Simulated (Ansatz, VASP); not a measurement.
**Al2Cu: VASP beside Ansatz**

Contents of POSCAR:

```
Al2Cu
1.0
    4.1493487057      0.0000000000      0.0000000000
    0.0000000000      4.1493487057      0.0000000000
    0.0000000000      0.0000000000      2.9368651557
Al Cu
2 1
Direct
    0.5000000000      0.0000000000      0.5000000000
    0.0000000000      0.5000000000      0.5000000000
    0.0000000000      0.0000000000      0.0000000000
```

Contents of INCAR.step1:

```
SYSTEM = Al2Cu
PREC     = Accurate       ! precision mode
ENCUT    = 520            ! plane-wave cutoff, eV
ISMEAR   = 0              ! smearing method
SIGMA    = 0.15           ! smearing width, eV
LREAL    = .False.        ! projectors in reciprocal space
LASPH    = .True.         ! aspherical terms in the spheres
NELM     = 80             ! most SCF steps
NBANDS   = 16             ! bands
GGA      = PE             ! functional
ALGO     = Normal         ! electronic algorithm
EDIFF    = 1E-4           ! SCF threshold, eV
LWAVE    = .True.         ! write WAVECAR
LCHARG   = .False.        ! write CHGCAR
```

The input INCAR.step2:

```
SYSTEM = Al2Cu
PREC     = Accurate       ! precision mode
ENCUT    = 520            ! plane-wave cutoff, eV
EDIFF    = 1E-6           ! SCF threshold, eV
ISMEAR   = 0              ! smearing method
SIGMA    = 0.15           ! smearing width, eV
LREAL    = .False.        ! projectors in reciprocal space
LASPH    = .True.         ! aspherical terms in the spheres
NELM     = 80             ! most SCF steps
ALGO     = Normal         ! electronic algorithm
ISIF     = 2              ! what is computed and relaxed
LWAVE    = .False.        ! write WAVECAR
LCHARG   = .False.        ! write CHGCAR
METAGGA  = R2SCAN         ! meta-GGA
LMIXTAU  = .True.       
NBANDS   = 16             ! bands
ISTART   = 1
```

KPOINTS

```
regular mesh
0
Gamma
  12 12 16
  0 0 0
```

Input for Ansatz:

```yaml
crystal:
  lattice:
    - [4.1493487057, 0.0, 0.0]
    - [0.0, 4.1493487057, 0.0]
    - [0.0, 0.0, 2.9368651557]
  atoms:
    - { symbol: Al, position: [0.5, 0.0, 0.5] }
    - { symbol: Al, position: [0.0, 0.5, 0.5] }
    - { symbol: Cu, position: [0.0, 0.0, 0.0] }
basis:
  ecutwfc: 500
kpoints:
  mp_grid: { grid: [12, 12, 16] }
hamiltonian:
  xc: r2scan
scf:
  occupations: { method: gaussian, width: 0.15 }
output:
  forces: true
  stress: true
  eigenvalues: true
  write_density: true
  write_potential: true
  elf: true
  volumetric_format: npy
```

Change from the starting cell: strain +0.015 along x and y, +0.030 along z, atoms carried along.

Alike in both runs: task single point; functional r2SCAN; k mesh 12 × 12 × 16; occupations gaussian, width 0.15 eV; no spin polarisation.

|  | VASP | Ansatz |
| --- | --- | --- |
| version | VASP 6.6.1 | Ansatz 0.2.0 |
| potentials or method | VASP PAW PBE potentials, release 64 (Al, Cu), cutoff 520 eV | scalar-relativistic, plane waves, PAW |
| valence electrons in the cell | 17 | 25 |

|  | VASP | Ansatz | Ansatz less VASP |
| --- | --- | --- | --- |
| gap on the k mesh at the Fermi level (eV) | none | none | - |
| pressure (GPa) | -5.4 | -5.2 | +0.14 |
| traceless stress, the component that is largest in VASP (GPa) | -1.40 | -1.41 | -0.007 |

VASP's potentials were made for PBE, not for r2SCAN. A gap of «none» marks a metal or a gap that the smearing closes. VASP's potentials hold 17 valence electrons a cell and Ansatz's 25, so a difference there can come from the potentials and not from the codes.
